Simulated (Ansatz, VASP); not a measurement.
# Two plane-wave programs on ZnCd2Se3

Contents of INCAR:

```
PREC = Accurate
ENCUT = 520
EDIFF = 1E-7
ISMEAR = 0
SIGMA = 0.1
LREAL = F
LASPH = T
NELM = 60
ALGO = Normal
ISIF = 2
LWAVE = F
LCHARG = F
GGA = PE
NBANDS = 36
```

The input KPOINTS:

```
Automatic mesh
0
Gamma
  6 6 2
```

File POSCAR:

```
ZnCd2Se3
1.0
    4.1113884500      0.0000000000      0.0000000000
   -2.0556942200      3.5605668400      0.0000000000
    0.0000000000      0.0000000000     10.0708038300
Zn Cd Se
1 2 3
Direct
    0.3333333300      0.6666666700      0.6666666700
    0.0000000000      0.0000000000      0.0000000000
    0.6666666700      0.3333333300      0.3333333300
    0.3333333300      0.6666666700      0.9166666700
    0.6666666700      0.3333333300      0.5833333300
    0.0000000000      0.0000000000      0.2500000000
```

Input for Ansatz:

```yaml
crystal:
  lattice:
    - [4.11138845, 0.0, 0.0]
    - [-2.05569422, 3.56056684, 0.0]
    - [0.0, 0.0, 10.07080383]
  atoms:
    - { symbol: Zn, position: [0.33333333, 0.66666667, 0.66666667] }
    - { symbol: Cd, position: [0.0, 0.0, 0.0] }
    - { symbol: Cd, position: [0.66666667, 0.33333333, 0.33333333] }
    - { symbol: Se, position: [0.33333333, 0.66666667, 0.91666667] }
    - { symbol: Se, position: [0.66666667, 0.33333333, 0.58333333] }
    - { symbol: Se, position: [0.0, 0.0, 0.25] }
basis:
  ecutwfc: 420
kpoints:
  mp_grid: { grid: [6, 6, 2] }
hamiltonian:
  xc: pbe
scf:
  occupations: { method: gaussian, width: 0.1 }
  lower_state_search: "off"
output:
  forces: true
  stress: true
  eigenvalues: true
```

Alike in both runs: task single point; functional PBE; k mesh 6 × 6 × 2; occupations gaussian, width 0.1 eV; no spin polarisation.

|  | VASP | Ansatz |
| --- | --- | --- |
| version | VASP 6.6.1 | Ansatz 0.2.0 |
| potentials or method | VASP PAW PBE potentials, release 64 (Zn, Cd, Se), cutoff 520 eV | scalar-relativistic, plane waves, PAW |
| valence electrons in the cell | 54 | 100 |

```tsv
	VASP	Ansatz	Ansatz less VASP
gap on the k mesh at the Fermi level (eV)	0.86	0.86	-0.004
least direct gap on the mesh (eV)	0.86	0.86	-0.004
pressure (GPa)	8.6	8.1	-0.44
traceless stress, the component that is largest in VASP (GPa)	-0.08	-0.08	+0.003
rms of the force components (eV/Å)	0.448	0.436	-0.0119
```

Atom by atom the forces differ by 0.012 eV/Å (rms over components). VASP's potentials hold 54 valence electrons a cell and Ansatz's 100, so a difference there can come from the potentials and not from the codes.
